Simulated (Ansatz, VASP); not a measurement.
# C: VASP beside Ansatz

```
C
1.0
     2.16904   -1.25237    0.00000
     2.16904    1.25237    0.00000
    -1.40612    0.00000    3.57153
C
2
Direct
  0.83336 0.83336 0.00009
  0.16664 0.16664 0.99991
```

Alike in both runs: task single point; functional PBEsol; k mesh 14 × 14 × 8; occupations gaussian, width 0.15 eV; no spin polarisation.

|  | VASP | Ansatz |
| --- | --- | --- |
| version | VASP 6.6.1 | Ansatz 0.2.0 |
| potentials or method | VASP PAW PBE potentials, release 64 (C), cutoff 520 eV | plane waves, PAW |
| valence electrons in the cell | 8 | 8 |

Ansatz gave:

* pressure (GPa): -13.4
* traceless stress, the component that is largest in VASP (GPa): 13.62

What did VASP give for the same quantities?

Pressure (GPa): -12.8; traceless stress, the component that is largest in VASP (GPa): 12.98.

VASP's potentials were made for PBE, not for PBEsol.
